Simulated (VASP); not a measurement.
# TiO2 (P-42_1m) in VASP: further runs

TiO2 is run at these levels: PBE+U; tasks: single point.

All numbers are computed with VASP 6.6.1; they aren't measurements. Logs are shortened: lines on timing, memory, paths and dates and some standing lists are left out, and cuts for length are marked.

## (1) The cell of the first run

Symmetry: P-42_1m, No. 113, tetragonal system. The conventional cell has a = 4.640 Å, b = 4.640 Å, c = 3.006 Å, α = 90.00°, β = 90.00°, γ = 90.00°. Ti (site symmetry 2mm) has 6 O at 1.94 to 2.01 Å within 2.6 Å. O (site symmetry m) has 3 Ti at 1.94 to 2.01 Å and 1 O at 2.55 Å within 2.6 Å.

## (2) Single point, PBE+U (atoms displaced along a vibrational mode)

The input, INCAR:

```
SYSTEM = TiO2
PREC     = Accurate       ! precision mode
ENCUT    = 520            ! plane-wave cutoff, eV
EDIFF    = 1E-7           ! SCF threshold, eV
ISMEAR   = 0              ! smearing method
SIGMA    = 0.05           ! smearing width, eV
LREAL    = .False.        ! projectors in reciprocal space
LASPH    = .True.         ! aspherical terms in the spheres
NELM     = 150            ! most SCF steps
ALGO     = Normal         ! electronic algorithm
ISIF     = 2              ! what is computed and relaxed
LWAVE    = .False.        ! write WAVECAR
LCHARG   = .False.        ! write CHGCAR
LMAXMIX  = 4              ! l up to which the mixer works
LDAU     = .True.         ! DFT+U
LDAUTYPE = 2            
LDAUL    = 2 -1           ! shell
LDAUU    = 4 0            ! U, eV
LDAUJ    = 0 0          
LDAUPRINT= 1            
GGA      = PE             ! functional
NBANDS   = 33             ! bands
```

The input, KPOINTS:

```
regular mesh
0
Gamma
  6 6 10
  0 0 0
```

The input, POSCAR:

```
TiO2
1.0
    4.6403824120      0.0000000000      0.0000000000
    0.0000000000      4.6403824120      0.0000000000
    0.0000000000      0.0000000000      3.0063836717
Ti O
2 4
Direct
    0.0000000000      0.0000000000     -0.0149681494
    0.5000000000      0.5000000000      0.5149681494
    0.3056475955      0.3056475955      0.0017602151
    0.1943524045      0.8056475955      0.4982397849
    0.6943524045      0.6943524045      0.0017602151
    0.8056475955      0.1943524045      0.4982397849
```

Potentials or basis: VASP PAW PBE potentials, release 64 (Ti_sv, O).

On the command line:

```bash
cat potpaw_PBE.64/Ti_sv/POTCAR potpaw_PBE.64/O/POTCAR > POTCAR
mpirun -np 1 vasp_std > vasp.out
```

OUTCAR:

```text
SYSTEM = TiO2
   PREC = Accurate
   ENCUT = 520
   EDIFF = 1E-7
   ISMEAR = 0
   LREAL = .False.
   LASPH = .True.
   NELM = 150
   ISIF = 2
   GGA = PE

 ion  position               nearest neighbor table
   1  0.000  0.000  0.985-   4 1.94   6 1.94   4 2.00   6 2.00   5 2.01   3 2.01
   2  0.500  0.500  0.515-   3 1.94   5 1.94   3 2.00   5 2.00   4 2.01   6 2.01
   3  0.306  0.306  0.002-   2 1.94   2 2.00   1 2.01
   4  0.194  0.806  0.498-   1 1.94   1 2.00   2 2.01
   5  0.694  0.694  0.002-   2 1.94   2 2.00   1 2.01
   6  0.806  0.194  0.498-   1 1.94   1 2.00   2 2.01

  LATTYP: Found a simple tetragonal cell.
 ALAT       =     4.6403824120
 C/A-ratio  =     0.6478741200

  Lattice vectors:

 A1 = (   4.6403824120,   0.0000000000,   0.0000000000)
 A2 = (   0.0000000000,   4.6403824120,   0.0000000000)
 A3 = (   0.0000000000,   0.0000000000,   3.0063836717)

Analysis of symmetry for initial positions (statically):
=====================================================================
 Subroutine PRICEL returns:
 Original cell was already a primitive cell.

 Routine SETGRP: Setting up the symmetry group for a
 simple tetragonal supercell.

 Subroutine GETGRP returns: Found  8 space group operations
 (whereof  4 operations were pure point group operations)
 out of a pool of 16 trial point group operations.

The static configuration has the point symmetry C_2v.
 The point group associated with its full space group is D_2d.

Analysis of symmetry for dynamics (positions and initial velocities):
=====================================================================
 Subroutine PRICEL returns:
 Original cell was already a primitive cell.

 Routine SETGRP: Setting up the symmetry group for a
 simple tetragonal supercell.

 Subroutine GETGRP returns: Found  8 space group operations
 (whereof  4 operations were pure point group operations)
 out of a pool of 16 trial point group operations.

The dynamic configuration has the point symmetry C_2v.
 The point group associated with its full space group is D_2d.

 Subroutine INISYM returns: Found  8 space group operations
[... 188 lines left out ...]
  0.0000  0.1826  0.0000  0.0854  0.0000
  0.0741  0.0000  0.1270  0.0000  0.0000
  0.0000  0.0854  0.0000  0.1826  0.0000
  0.0000  0.0000  0.0000  0.0000  0.0984

spin component  2

  0.1900  0.0000  0.0741  0.0000  0.0000
  0.0000  0.1826  0.0000  0.0854  0.0000
  0.0741  0.0000  0.1270  0.0000  0.0000
  0.0000  0.0854  0.0000  0.1826  0.0000
  0.0000  0.0000  0.0000  0.0000  0.0984

 occupancies and eigenvectors

  o =  0.0779  v = -0.5518  0.0000  0.8340  0.0000  0.0000  0.0000  0.0000  0.0000  0.0000  0.0000      0.0000  0.0000  0.0000  0.0000  0.0000  0.0000  0.0000  0.0000  0.0000  0.0000
  o =  0.0779  v =  0.0000  0.0000  0.0000  0.0000  0.0000 -0.5518  0.0000  0.8340  0.0000  0.0000      0.0000  0.0000  0.0000  0.0000  0.0000  0.0000  0.0000  0.0000  0.0000  0.0000
  o =  0.0972  v =  0.0000  0.7071  0.0000 -0.7071 -0.0000  0.0000  0.0000  0.0000  0.0000  0.0000      0.0000  0.0000  0.0000  0.0000  0.0000  0.0000  0.0000  0.0000  0.0000  0.0000
  o =  0.0972  v =  0.0000  0.0000  0.0000  0.0000  0.0000  0.0000  0.7071  0.0000 -0.7071 -0.0000      0.0000  0.0000  0.0000  0.0000  0.0000  0.0000  0.0000  0.0000  0.0000  0.0000
  o =  0.0984  v =  0.0000  0.0000  0.0000 -0.0000  1.0000  0.0000  0.0000  0.0000  0.0000  0.0000      0.0000  0.0000  0.0000  0.0000  0.0000  0.0000  0.0000  0.0000  0.0000  0.0000
  o =  0.0984  v =  0.0000  0.0000  0.0000  0.0000  0.0000  0.0000  0.0000  0.0000 -0.0000  1.0000      0.0000  0.0000  0.0000  0.0000  0.0000  0.0000  0.0000  0.0000  0.0000  0.0000
  o =  0.2390  v = -0.8340  0.0000 -0.5518  0.0000  0.0000  0.0000  0.0000  0.0000  0.0000  0.0000      0.0000  0.0000  0.0000  0.0000  0.0000  0.0000  0.0000  0.0000  0.0000  0.0000
  o =  0.2390  v =  0.0000  0.0000  0.0000  0.0000  0.0000 -0.8340  0.0000 -0.5518  0.0000  0.0000      0.0000  0.0000  0.0000  0.0000  0.0000  0.0000  0.0000  0.0000  0.0000  0.0000
  o =  0.2679  v =  0.0000  0.0000  0.0000  0.0000  0.0000  0.0000  0.7071  0.0000  0.7071  0.0000      0.0000  0.0000  0.0000  0.0000  0.0000  0.0000  0.0000  0.0000  0.0000  0.0000
  o =  0.2679  v =  0.0000  0.7071  0.0000  0.7071  0.0000  0.0000  0.0000  0.0000  0.0000  0.0000      0.0000  0.0000  0.0000  0.0000  0.0000  0.0000  0.0000  0.0000  0.0000  0.0000

 number of electron      48.0000025 magnetization

 Free energy of the ion-electron system (eV)
  ---------------------------------------------------
  ext. energy  EPLUGINS =         0.00000000
  ---------------------------------------------------
  free energy    TOTEN  =       -48.43587615 eV

  energy without entropy =      -48.43587615  energy(sigma->0) =      -48.43587615

 E-fermi :   5.0215     XC(G=0): -11.2330

 val. band max:        4.7873385895   @ k =   0.0000   0.0000   0.0000
 cond. band min:       7.1209685976   @ k =   0.5000   0.5000   0.0000
 fundamental gap:      2.3336300082
 Fermi energy:         5.0214847697

 k-point     1 :       0.0000    0.0000    0.0000
  band No.  band energies     occupation
      1     -53.3096      2.00000
      2     -53.2962      2.00000
      3     -29.5329      2.00000
      4     -29.5329      2.00000
      5     -29.4024      2.00000
      6     -29.4024      2.00000
[... 853 lines left out ...]
     32       9.8056      0.00000
     33      10.9391      0.00000

 [... further k-points ...]
[... 5 lines left out ...]
  --------------------------------------------------------------------------------------
  -------------------------------------------------------------------------------------
  Total        1.5913513      1.5913513      1.9279497      0.0000000      0.0000000      0.0000000
  in kB       39.3844409     39.3844409     47.7149356      0.0000000      0.0000000      0.0000000
  external PRESSURE =      42.1612725 kB  Pullay stress =       0.0000000 kB

 VOLUME and BASIS-vectors are now :
 -----------------------------------------------------------------------------
  energy-cutoff  :      520.00
  volume of cell :       64.74
      direct lattice vectors                 reciprocal lattice vectors
     4.640382412  0.000000000  0.000000000     0.215499481  0.000000000  0.000000000
     0.000000000  4.640382412  0.000000000     0.000000000  0.215499481  0.000000000
     0.000000000  0.000000000  3.006383672     0.000000000  0.000000000  0.332625543

 POSITION                                       TOTAL-FORCE (eV/Angst)
 -----------------------------------------------------------------------------------
      0.00000      0.00000      2.96138         0.000000      0.000000      0.274457
      2.32019      2.32019      1.54819         0.000000      0.000000     -0.274457
      1.41832      1.41832      0.00529        -0.120712     -0.120712      0.066384
      0.90187      3.73851      1.49790         0.120712     -0.120712     -0.066384
      3.22206      3.22206      0.00529         0.120712      0.120712      0.066384
      3.73851      0.90187      1.49790        -0.120712      0.120712     -0.066384
 -----------------------------------------------------------------------------------
    total drift:                               -0.000000     -0.000000      0.000000

  FREE ENERGIE OF THE ION-ELECTRON SYSTEM (eV)
  ---------------------------------------------------
  free  energy   TOTEN  =       -48.4358761516 eV

  energy  without entropy=      -48.4358761516  energy(sigma->0) =      -48.43587615
```

OSZICAR:

```text
N       E                     dE             d eps       ncg     rms          rms(c)
DAV:   1     0.661440971253E+03    0.66144E+03   -0.23775E+04  3960   0.171E+03
DAV:   2     0.304048101353E+02   -0.63104E+03   -0.58519E+03  4319   0.514E+02
DAV:   3    -0.632013301880E+02   -0.93606E+02   -0.91854E+02  5493   0.189E+02
DAV:   4    -0.678934824670E+02   -0.46922E+01   -0.46817E+01  5812   0.406E+01
DAV:   5    -0.680635406532E+02   -0.17006E+00   -0.17003E+00  5286   0.619E+00    0.309E+01
DAV:   6    -0.480721894254E+02    0.19991E+02   -0.81704E+01  5336   0.889E+01    0.911E+00
DAV:   7    -0.485141116696E+02   -0.44192E+00   -0.11216E+01  5021   0.238E+01    0.741E+00
DAV:   8    -0.483915084592E+02    0.12260E+00   -0.66075E-01  5480   0.735E+00    0.414E+00
DAV:   9    -0.484451539161E+02   -0.53645E-01   -0.48991E-01  4889   0.520E+00    0.128E+00
DAV:  10    -0.484414053191E+02    0.37486E-02   -0.71903E-02  5337   0.214E+00    0.756E-01
DAV:  11    -0.484361157362E+02    0.52896E-02   -0.19397E-02  4813   0.180E+00    0.127E-01
DAV:  12    -0.484360394573E+02    0.76279E-04   -0.31871E-03  5356   0.556E-01    0.111E-01
DAV:  13    -0.484358784830E+02    0.16097E-03   -0.73072E-04  5293   0.221E-01    0.238E-02
DAV:  14    -0.484358784939E+02   -0.10889E-07   -0.69888E-05  4848   0.874E-02    0.221E-02
DAV:  15    -0.484358761936E+02    0.23003E-05   -0.15260E-05  4528   0.414E-02    0.251E-03
DAV:  16    -0.484358760999E+02    0.93669E-07   -0.13658E-06  5740   0.114E-02    0.160E-03
DAV:  17    -0.484358761516E+02   -0.51686E-07   -0.70483E-08  2735   0.294E-03
   1 F= -.48435876E+02 E0= -.48435876E+02  d E =-.234488E-13
```

Wall time 50 s (1 thread of Intel Xeon 6975P-C (Granite Rapids), shared host); peak memory 0.23 GiB.

Results:

```
Free energy            : -48.4359 eV
Pressure               : 4.2 GPa
Largest force          : 0.274 eV/Å
Band gap on the k mesh : 2.33 eV
```

Forces in eV/Å, atoms in the order of the input:
```
Ti   0.000  0.000  0.274
Ti   0.000  0.000 -0.274
O   -0.121 -0.121  0.066
O    0.121 -0.121 -0.066
O    0.121  0.121  0.066
O   -0.121  0.121 -0.066
```

Eigenvalues of the final occupation matrices:
```
    site  spin  trace               eigenvalues
site 1 d     1   0.78  0.08 0.10 0.10 0.24 0.27
site 1 d     2   0.78  0.08 0.10 0.10 0.24 0.27
site 2 d     1   0.78  0.08 0.10 0.10 0.24 0.27
site 2 d     2   0.78  0.08 0.10 0.10 0.24 0.27
```

Caveat: the cell differs from its parent crystal (atoms displaced along a vibrational mode); the cell stands under pressure. A k mesh can miss the band edges.

## (3) Single point, PBE+U (atoms displaced along a vibrational mode)

The input, INCAR:

```
SYSTEM = TiO2
ALGO = Normal
EDIFF = 1E-6
ENCUT = 520
GGA = PE
ISIF = 2
ISMEAR = 0
LASPH = .TRUE.
LCHARG = .FALSE.
LDAU = .TRUE.
LDAUJ = 0 0
LDAUL = 2 -1
LDAUPRINT = 1
LDAUTYPE = 2
LDAUU = 4 0
LMAXMIX = 4
LREAL = .FALSE.
LWAVE = .FALSE.
NBANDS = 33
NELM = 150
PREC = Accurate
SIGMA = 0.05
```

The input, KPOINTS:

```
k-points
0
G
  6 6 10
  0 0 0
```

The input, POSCAR:

```
TiO2
1.0
    4.6403824120      0.0000000000      0.0000000000
    0.0000000000      4.6403824120      0.0000000000
    0.0000000000      0.0000000000      3.0063836717
Ti O
2 4
Direct
    0.0000000000      0.0000000000     -0.0049893831
    0.5000000000      0.5000000000      0.5049893831
    0.3056475955      0.3056475955      0.0005867384
    0.1943524045      0.8056475955      0.4994132616
    0.6943524045      0.6943524045      0.0005867384
    0.8056475955      0.1943524045      0.4994132616
```

Potentials or basis: VASP PAW PBE potentials, release 64 (Ti_sv, O).

On the command line:

```bash
cat potpaw_PBE.64/Ti_sv/POTCAR potpaw_PBE.64/O/POTCAR > POTCAR
mpirun -np 1 vasp_std > vasp.out
```

It took 45 s on 1 thread of Intel Xeon 6975P-C (Granite Rapids), shared host; peak memory 0.23 GiB.

Results (log left out):

* Free energy: -48.4461 eV
* Pressure: 4.0 GPa
* Largest force: 0.151 eV/Å
* Band gap on the k mesh: 2.31 eV

Forces on the atoms (eV/Å):
```
Ti   0.000  0.000  0.090
Ti   0.000  0.000 -0.090
O   -0.106 -0.106  0.021
O    0.106 -0.106 -0.021
O    0.106  0.106  0.021
O   -0.106  0.106 -0.021
```

Stress tensor (GPa, compression positive):
```
3.80 0.00 0.00
0.00 3.80 0.00
0.00 0.00 4.50
```

Levels at points of the mesh, in eV from the valence-band top:
```tsv
k point	band 22	band 23	band 24	band 25	band 26	band 27
(0.00, 0.00, 0.00)	-0.50	-0.50	0.00	2.31	2.54	2.83
(0.50, 0.00, 0.00)	-1.70	-0.75	-0.75	2.90	2.90	3.37
(0.50, 0.50, 0.00)	-1.45	-1.13	-1.13	2.31	2.31	2.90
(0.00, 0.00, 0.50)	-2.20	-1.45	-1.45	3.26	3.33	3.51
(0.50, 0.00, 0.50)	-1.94	-1.04	-1.04	2.34	2.34	3.57
(0.50, 0.50, 0.50)	-1.19	-0.73	-0.73	2.95	2.95	3.53
```

Eigenvalues of the final occupation matrices:
```tsv
site	spin	trace	eigenvalues
site 1 d	1	0.78	0.08 0.10 0.10 0.24 0.27
site 1 d	2	0.78	0.08 0.10 0.10 0.24 0.27
site 2 d	1	0.78	0.08 0.10 0.10 0.24 0.27
site 2 d	2	0.78	0.08 0.10 0.10 0.24 0.27
```

Caveat: the cell differs from its parent crystal (atoms displaced along a vibrational mode); the cell stands under pressure.
